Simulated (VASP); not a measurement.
# AlN (P6_3mc) in VASP: a series of runs

Runs on AlN. Level: PBEsol. Tasks: single point.

All numbers are computed with VASP 6.6.1; they aren't measurements. Logs are shortened: lines on timing, memory, paths and dates and some standing lists are left out, and cuts for length are marked.

### Step 1. The cell of the first run

It takes space group P6_3mc (No. 186, hexagonal). Conventional cell: a = 3.052 Å, b = 3.052 Å, c = 4.857 Å, α = 90.00°, β = 90.00°, γ = 120.00°. Al (site symmetry 3m) has 4 N at 1.85 to 1.86 Å within 2.5 Å. Within 2.5 Å of N (site symmetry 3m) lie 4 Al at 1.85 to 1.86 Å.

### Step 2. Single point, PBEsol

Contents of INCAR:

```
ALGO = Normal ; EDIFF = 1E-6
ENCUT = 520 ; GGA = PS
ISIF = 2 ; ISMEAR = 0
LASPH = T ; LCHARG = T
LELF = T ; LREAL = F
LVHAR = T ; LWAVE = F
NBANDS = 16 ; NELM = 60
PREC = Accurate ; SIGMA = 0.01
```

Contents of KPOINTS:

```
k-points
0
Gamma
  8 8 6
```

Contents of POSCAR:

```
AlN
1.0
    3.0517280036      0.0000000000      0.0000000000
   -1.5258640018      2.6428739766      0.0000000000
    0.0000000000      0.0000000000      4.8566957185
Al N
2 2
Direct
    0.3333333333      0.6666666667     -0.0018248881
    0.6666666667      0.3333333333      0.4981751119
    0.3333333333      0.6666666667      0.3818248881
    0.6666666667      0.3333333333      0.8818248881
```

Potentials or basis: VASP PAW PBE potentials, release 64 (Al, N).

Run with:

```bash
$ cat potpaw_PBE.64/Al/POTCAR potpaw_PBE.64/N/POTCAR > POTCAR
$ mpirun -np 1 vasp_std > vasp.out
```

OUTCAR:

```text
EDIFF = 1E-6
   ENCUT = 520
   GGA = PS
   ISIF = 2
   ISMEAR = 0
   LASPH = T
   LREAL = F
   NELM = 60
   PREC = Accurate

 ion  position               nearest neighbor table
   1  0.333  0.667  0.998-   4 1.85   4 1.85   4 1.85   3 1.86   2 3.00   2 3.00   2 3.00   2 3.00
                             2 3.00   2 3.00
   2  0.667  0.333  0.498-   3 1.85   3 1.85   3 1.85   4 1.86   1 3.00   1 3.00   1 3.00   1 3.00
                             1 3.00   1 3.00
   3  0.333  0.667  0.382-   2 1.85   2 1.85   2 1.85   1 1.86
   4  0.667  0.333  0.882-   1 1.85   1 1.85   1 1.85   2 1.86

  LATTYP: Found a hexagonal cell.
 ALAT       =     3.0517280036
 C/A-ratio  =     1.5914575980

  Lattice vectors:

 A1 = (   3.0517280036,   0.0000000000,   0.0000000000)
 A2 = (  -1.5258640018,   2.6428739766,   0.0000000000)
 A3 = (   0.0000000000,   0.0000000000,   4.8566957185)

Analysis of symmetry for initial positions (statically):
=====================================================================
 Subroutine PRICEL returns:
 Original cell was already a primitive cell.

 Routine SETGRP: Setting up the symmetry group for a
 hexagonal supercell.

 Subroutine GETGRP returns: Found 12 space group operations
 (whereof  6 operations were pure point group operations)
 out of a pool of 24 trial point group operations.

The static configuration has the point symmetry C_3v.
 The point group associated with its full space group is C_6v.

Analysis of symmetry for dynamics (positions and initial velocities):
=====================================================================
 Subroutine PRICEL returns:
 Original cell was already a primitive cell.

 Routine SETGRP: Setting up the symmetry group for a
 hexagonal supercell.

 Subroutine GETGRP returns: Found 12 space group operations
 (whereof  6 operations were pure point group operations)
 out of a pool of 24 trial point group operations.

The dynamic configuration has the point symmetry C_3v.
 The point group associated with its full space group is C_6v.

 Subroutine INISYM returns: Found 12 space group operations
 (whereof  6 operations are pure point group operations),
 and found     1 'primitive' translations

----------------------------------------------------------------------------------------

                                     Primitive cell

[... 90 lines left out ...]
   LSORBIT =      F    spin-orbit coupling
   LASPH  =      T    aspherical Exc in radial PAW
   ENCUT  =  520.0 eV  38.22 Ry    6.18 a.u.   5.67  5.67  9.03*2*pi/ulx,y,z
   NELM   =     60;   NELMIN=  2; NELMDL= -5     # of ELM steps
   EDIFF  = 0.1E-05   stopping-criterion for ELM
   LREAL  =      F    real-space projection
   EDIFFG = 0.1E-04   stopping-criterion for IOM
   NSW    =      0    number of steps for IOM
   IBRION =     -1    ionic relax: 0-MD 1-quasi-New 2-CG
   NFREE  =      0    steps in history (QN), initial steepest desc. (CG)
   ISIF   =      2    stress and relaxation
   ISYM   =      2    0-nonsym 1-usesym 2-fastsym
   POTIM  = 0.5000    time-step for ionic-motion
   TEBEG  =    0.0;   TEEND  =   0.0 temperature during run
   PSTRESS=    0.0 pullay stress
   NELECT =      16.0000    total number of electrons
   NUPDOWN=      -1.0000    fix difference up-down
   EMIN   =  10.00;   EMAX   =-10.00  energy-range for DOS
   EFERMI =   0.00;   METHOD = LEGACY
   ISMEAR =     0;   SIGMA  =   0.01  broadening in eV -4-tet -1-fermi 0-gaus
   EFERMI_NEDOS =   21; number of points for ismear=-14 and -15
   IALGO  =     38    algorithm
   IMIX   =      4    mixing-type and parameters
     AMIX     =   0.40;   BMIX     =  1.00
     AMIX_MAG =   1.60;   BMIX_MAG =  1.00
  volume/ion in A,a.u.               =       9.79        66.08
  Fermi-wavevector in a.u.,A,eV,Ry     =   1.214676  2.295405 20.074548  1.475438
  Thomas-Fermi vector in A             =   2.350088
   LORBIT       =      0    0 simple, 1 ext, 2 COOP (PROOUT), +10 PAW based schemes
   GGA     = PS    functional components
   LHFCALC =     F    Hartree Fock is set to
   AEXX    =    0.0000 exact exchange contribution
   IVDW    =     0    specifies the selected vdW correction
   LEPSILON=     F    determine dielectric tensor
   LRPA    =     F    only Hartree local field effects (RPA)
 non-spin polarized calculation
 Gauss-broadening in eV      SIGMA  =   0.01
  energy-cutoff  :      520.00
  volume of cell :       39.17
 maximum number of plane-waves:      1087
 NGX is ok and might be reduce to    24
   NGX = 11   NGY = 11   NGZ = 19

 number of electron      16.0000000 magnetization

 Free energy of the ion-electron system (eV)
  ---------------------------------------------------
  ext. energy  EPLUGINS =         0.00000000
  ---------------------------------------------------
  free energy    TOTEN  =       -31.19156407 eV

  energy without entropy =      -31.19156407  energy(sigma->0) =      -31.19156407

 E-fermi :   6.8696     XC(G=0): -11.3909

 val. band max:        6.7515679406   @ k =   0.0000   0.0000   0.0000
 cond. band min:      11.4095821429   @ k =   0.0000   0.0000   0.0000
 fundamental gap:      4.6580142022
 Fermi energy:         6.8695624965

 k-point     1 :       0.0000    0.0000    0.0000
  band No.  band energies     occupation
      1      -8.8685      2.00000
      2      -6.4493      2.00000
      3       0.3699      2.00000
      4       5.7604      2.00000
      5       5.7604      2.00000
      6       6.4459      2.00000
[... 433 lines left out ...]
      3       1.1266      2.00000
      4       1.8343      2.00000
      5       4.1624      2.00000
      6       4.9228      2.00000
[... 8 lines left out ...]
     15      19.6101      0.00000
     16      21.3602      0.00000

 [... further k-points ...]
[... 5 lines left out ...]
  --------------------------------------------------------------------------------------
  -------------------------------------------------------------------------------------
  Total        3.6817235      3.6817235      3.6833357      0.0000000     -0.0000000      0.0000000
  in kB      150.5908502    150.5908502    150.6567924      0.0000000     -0.0000000      0.0000000
  external PRESSURE =     150.6128310 kB  Pullay stress =       0.0000000 kB

 VOLUME and BASIS-vectors are now :
 -----------------------------------------------------------------------------
  energy-cutoff  :      520.00
  volume of cell :       39.17
      direct lattice vectors                 reciprocal lattice vectors
     3.051728004  0.000000000  0.000000000     0.327683201  0.189187984  0.000000000
    -1.525864002  2.642873977  0.000000000     0.000000000  0.378375968  0.000000000
     0.000000000  0.000000000  4.856695719     0.000000000  0.000000000  0.205901308

 POSITION                                       TOTAL-FORCE (eV/Angst)
 -----------------------------------------------------------------------------------
     -0.00000      1.76192      4.84783         0.000000      0.000000     -0.000848
      1.52586      0.88096      2.41948        -0.000000      0.000000     -0.000848
     -0.00000      1.76192      1.85441        -0.000000     -0.000000      0.000848
      1.52586      0.88096      4.28276         0.000000     -0.000000      0.000848
 -----------------------------------------------------------------------------------
    total drift:                                0.000000      0.000000      0.000168

  FREE ENERGIE OF THE ION-ELECTRON SYSTEM (eV)
  ---------------------------------------------------
  free  energy   TOTEN  =       -31.1915640696 eV

  energy  without entropy=      -31.1915640696  energy(sigma->0) =      -31.19156407
```

OSZICAR:

```text
N       E                     dE             d eps       ncg     rms          rms(c)
DAV:   1     0.401770220591E+02    0.40177E+02   -0.73803E+03  1280   0.899E+02
DAV:   2    -0.326212690977E+02   -0.72798E+02   -0.67384E+02  1800   0.192E+02
DAV:   3    -0.358939695710E+02   -0.32727E+01   -0.32644E+01  1584   0.416E+01
DAV:   4    -0.359126472383E+02   -0.18678E-01   -0.18677E-01  1592   0.355E+00
DAV:   5    -0.359128817357E+02   -0.23450E-03   -0.23450E-03  1608   0.399E-01    0.122E+01
DAV:   6    -0.312585196900E+02    0.46544E+01   -0.95921E+00  1496   0.228E+01    0.438E+00
DAV:   7    -0.312288645490E+02    0.29655E-01   -0.68578E-01  1392   0.580E+00    0.299E+00
DAV:   8    -0.311957030519E+02    0.33161E-01   -0.66582E-02  1416   0.216E+00    0.508E-01
DAV:   9    -0.311913092313E+02    0.43938E-02   -0.11595E-02  1664   0.806E-01    0.238E-01
DAV:  10    -0.311916287484E+02   -0.31952E-03   -0.12246E-03  1400   0.228E-01    0.138E-01
DAV:  11    -0.311915648173E+02    0.63931E-04   -0.10796E-04  1472   0.770E-02    0.284E-02
DAV:  12    -0.311915640696E+02    0.74772E-06   -0.49274E-06  1544   0.189E-02
   1 F= -.31191564E+02 E0= -.31191564E+02  d E =-.502933E-65
```

stdout:

```text
POSCAR found type information on POSCAR AlN
 POSCAR found :  2 types and       4 ions
 scaLAPACK will be used
 -----------------------------------------------------------------------------
|                                                                             |
|                                                                             |
|     You enforced a specific xc type in the INCAR file but a different       |
|     I HOPE YOU KNOW WHAT YOU ARE DOING!                                     |
|                                                                             |
 -----------------------------------------------------------------------------

 LDA part: xc-table for (Slater+PW92), standard interpolation
 POSCAR, INCAR and KPOINTS ok, starting setup
 FFT: planning ... GRIDC
 FFT: planning ... GRID_SOFT
 FFT: planning ... GRID
 WAVECAR not read
 entering main loop
```

Wall time 7.9 s (1 thread of Intel Xeon 6975P-C (Granite Rapids), shared host); peak memory 0.15 GiB.

What came out:

```yaml
Free_energy: -31.1916 eV
Pressure: 15.1 GPa
Band_gap_on_the_k_mesh: 4.66 eV, direct
```

Levels at points of the mesh, in eV from the valence-band top:
```
           k point  band 6  band 7  band 8  band 9  band 10  band 11
(0.00, 0.00, 0.00)   -0.31   -0.31    0.00    4.66     7.03    11.03
(0.50, 0.00, 0.00)   -2.28   -1.94   -0.77    5.81     5.82     8.59
(0.00, 0.00, 0.50)   -0.66   -0.66   -0.66    6.88     6.88    10.72
(0.50, 0.00, 0.50)   -1.61   -1.46   -1.46    5.37     5.37     9.47
```

Caveat: the PAW data sets were made with another functional, which shifts forces and pressure a little. A hybrid or GW would open this gap; PBEsol tends to underestimate it.

(Continued in part 2 of 2.)
